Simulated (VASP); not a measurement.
# Ag in VASP: further runs, part 2 of 2

VASP 6.6.1. The steps go on from the part before.

### 3 Single point, PBEsol

The input, INCAR:

```
SYSTEM = Ag
PREC = Accurate
ENCUT = 520
EDIFF = 1E-6
ISMEAR = -1
SIGMA = 0.05
LREAL = .FALSE.
LASPH = .TRUE.
NELM = 100
ALGO = Normal
ISIF = 2
LWAVE = .FALSE.
LCHARG = .FALSE.
GGA = PS
NBANDS = 18
```

The input, KPOINTS:

```
Automatic mesh
0
G
  9 9 9
  0 0 0
```

The input, POSCAR:

```
Ag
1.0
    0.0000000000      2.8140871700      2.8140871700
    2.8140871700      0.0000000000      2.8140871700
    2.8140871700      2.8140871700      0.0000000000
Ag
2
Direct
   -0.1250000000     -0.1250000000     -0.1250000000
    0.1250000000      0.1250000000      0.1250000000
```

Potentials or basis: VASP PAW PBE potentials, release 64 (Ag).

Command:

```console
$ cat potpaw_PBE.64/Ag/POTCAR > POTCAR
$ mpirun -np 1 vasp_std > vasp.out
```

OUTCAR:

```text
SYSTEM = Ag
   PREC = Accurate
   ENCUT = 520
   EDIFF = 1E-6
   ISMEAR = -1
   LREAL = .FALSE.
   LASPH = .TRUE.
   NELM = 100
   ISIF = 2
   GGA = PS

 ion  position               nearest neighbor table
   1  0.875  0.875  0.875-   2 2.44   2 2.44   2 2.44   2 2.44
   2  0.125  0.125  0.125-   1 2.44   1 2.44   1 2.44   1 2.44

  LATTYP: Found a face centered cubic cell.
 ALAT       =     5.6281743400

  Lattice vectors:

 A1 = (   0.0000000000,   2.8140871700,   2.8140871700)
 A2 = (   2.8140871700,   0.0000000000,   2.8140871700)
 A3 = (   2.8140871700,   2.8140871700,   0.0000000000)

Analysis of symmetry for initial positions (statically):
=====================================================================
 Subroutine PRICEL returns:
 Original cell was already a primitive cell.

 Routine SETGRP: Setting up the symmetry group for a
 face centered cubic supercell.

 Subroutine GETGRP returns: Found 48 space group operations
 (whereof 12 operations were pure point group operations)
[... 162 lines left out ...]
  free energy    TOTEN  =        -4.25373676 eV

  energy without entropy =       -4.25016881  energy(sigma->0) =       -4.25195279

 E-fermi :   5.0608     XC(G=0): -10.5884

 val. band max:        5.0491489405   @ k =  -0.3333   0.4444   0.2222
 cond. band min:       5.1921235656   @ k =   0.4444   0.0000   0.0000
 fundamental gap:      0.1429746251
 Fermi energy:         5.0608229428

 k-point     1 :       0.0000    0.0000    0.0000
  band No.  band energies     occupation
      1      -1.0427      2.00000
      2      -0.4791      2.00000
      3      -0.4791      2.00000
      4      -0.4027      2.00000
      5      -0.4027      2.00000
      6      -0.4027      2.00000
[... 481 lines left out ...]
      5       0.7345      2.00000
      6       0.9937      2.00000
[... 10 lines left out ...]
     17      24.0721      0.00000
     18      24.0721      0.00000

 [... further k-points ...]

------------------------ aborting loop because EDIFF is reached ----------------------------------------

  FORCE on cell =-STRESS in cart. coord.  units (eV):
  Direction    XX          YY          ZZ          XY          YZ          ZX
  --------------------------------------------------------------------------------------
  -------------------------------------------------------------------------------------
  Total        4.3134353      4.3134353      4.3134353      0.0000000      0.0000000     -0.0000000
  in kB      155.0569505    155.0569505    155.0569505      0.0000000      0.0000000     -0.0000000
  external PRESSURE =     155.0569505 kB  Pullay stress =       0.0000000 kB

 VOLUME and BASIS-vectors are now :
 -----------------------------------------------------------------------------
  energy-cutoff  :      520.00
  volume of cell :       44.57
      direct lattice vectors                 reciprocal lattice vectors
     0.000000000  2.814087170  2.814087170    -0.177677510  0.177677510  0.177677510
     2.814087170  0.000000000  2.814087170     0.177677510 -0.177677510  0.177677510
     2.814087170  2.814087170  0.000000000     0.177677510  0.177677510 -0.177677510

 POSITION                                       TOTAL-FORCE (eV/Angst)
 -----------------------------------------------------------------------------------
      4.92465      4.92465      4.92465        -0.000000     -0.000000     -0.000000
      0.70352      0.70352      0.70352         0.000000      0.000000      0.000000
 -----------------------------------------------------------------------------------
    total drift:                               -0.000000      0.000000      0.000000

  FREE ENERGIE OF THE ION-ELECTRON SYSTEM (eV)
  ---------------------------------------------------
  free  energy   TOTEN  =        -4.2537367617 eV

  energy  without entropy=       -4.2501688098  energy(sigma->0) =       -4.25195279
```

OSZICAR:

```text
N       E                     dE             d eps       ncg     rms          rms(c)
DAV:   1     0.119061634130E+03    0.11906E+03   -0.11129E+04  1260   0.116E+03
DAV:   2    -0.276086488671E+01   -0.12182E+03   -0.11601E+03  1308   0.251E+02
DAV:   3    -0.470136970853E+01   -0.19405E+01   -0.19352E+01  1478   0.366E+01
DAV:   4    -0.470981473869E+01   -0.84450E-02   -0.84443E-02  1414   0.226E+00
DAV:   5    -0.470992355127E+01   -0.10881E-03   -0.10881E-03  1444   0.269E-01    0.929E+00
DAV:   6    -0.428091586073E+01    0.42901E+00   -0.13291E+00  1426   0.109E+01    0.609E+00
DAV:   7    -0.426123307451E+01    0.19683E-01   -0.13416E-02  1340   0.990E-01    0.315E+00
DAV:   8    -0.425370868861E+01    0.75244E-02   -0.10582E-03  1378   0.254E-01    0.306E-02
DAV:   9    -0.425373029334E+01   -0.21605E-04   -0.21709E-05  1480   0.327E-02    0.128E-02
DAV:  10    -0.425373673814E+01   -0.64448E-05   -0.45660E-06  1414   0.180E-02    0.158E-03
DAV:  11    -0.425373676167E+01   -0.23526E-07   -0.53905E-08   728   0.173E-03
   1 F= -.42537368E+01 E0= -.42519528E+01  d E =-.356795E-02
```

Wall time 22 s (1 thread of Intel Xeon Platinum 8259CL at 2.50GHz (Skylake/Cascade Lake), shared host); peak memory 0.18 GiB.

Results:

| Quantity | Value |
| --- | --- |
| Free energy | -4.2537 eV |
| Pressure | 15.5 GPa |
| Band gap on the k mesh | zero (band 11 reaches 5.58 eV, above the bottom of band 12 at 4.69 eV) |

Levels at points of the mesh, in eV from the Fermi level:
| k point | band 7 | band 8 | band 9 | band 10 | band 11 | band 12 | band 13 | band 14 | band 15 | band 16 |
| --- | --- | --- | --- | --- | --- | --- | --- | --- | --- | --- |
| (0.00, 0.00, 0.00) | -3.54 | -3.54 | -3.54 | -2.51 | -2.51 | 10.69 | 10.69 | 10.69 | 11.15 | 11.15 |

Caveat: the PAW data sets were made with another functional, which shifts forces and pressure a little.

### 4 Single point, PBEsol (shortest bond scaled by 0.94)

The input, INCAR:

```
SYSTEM = Ag
PREC = Accurate
ENCUT = 520
EDIFF = 1E-7
ISMEAR = -1
SIGMA = 0.05
LREAL = .False.
LASPH = .True.
NELM = 60
ALGO = Normal
ISIF = 2
LWAVE = .False.
LCHARG = .False.
GGA = PS
NBANDS = 18
```

The input, KPOINTS:

```
Automatic mesh
0
Gamma
  9 9 9
  0 0 0
```

The input, POSCAR:

```
Ag
1.0
    0.0000000000      2.8140871700      2.8140871700
    2.8140871700      0.0000000000      2.8140871700
    2.8140871700      2.8140871700      0.0000000000
Ag
2
Direct
   -0.1475000000     -0.1175000000     -0.1175000000
    0.1475000000      0.1175000000      0.1175000000
```

Command:

```console
$ cat potpaw_PBE.64/Ag/POTCAR > POTCAR
$ mpirun -np 1 vasp_std > vasp.out
```

Run time: 50 s. Hardware: 1 thread of Intel Xeon Platinum 8259CL at 2.50GHz (Skylake/Cascade Lake), shared host; peak memory 0.2 GiB.

It converged, with:

- Free energy: -4.0962 eV
- Pressure: 17.0 GPa
- Largest force: 2.389 eV/Å
- Band gap on the k mesh: zero (band 11 reaches 5.57 eV, above the bottom of band 12 at 4.60 eV)

Forces in eV/Å, atoms in the order of the input:
```
Ag  -1.379  1.379  1.379
Ag   1.379 -1.379 -1.379
```

Stress tensor (GPa, compression positive):
```
16.97 -7.41 -7.41
-7.41 16.97  7.41
-7.41  7.41 16.97
```

Levels at points of the mesh, in eV from the Fermi level:
| k point | band 7 | band 8 | band 9 | band 10 | band 11 | band 12 | band 13 | band 14 | band 15 | band 16 |
| --- | --- | --- | --- | --- | --- | --- | --- | --- | --- | --- |
| (0.00, 0.00, 0.00) | -3.58 | -3.55 | -3.55 | -2.54 | -2.54 | 10.08 | 10.85 | 10.85 | 10.90 | 10.90 |

Caveat: the cell differs from its parent crystal (shortest bond scaled by 0.94); the PAW data sets were made with another functional, which shifts forces and pressure a little.
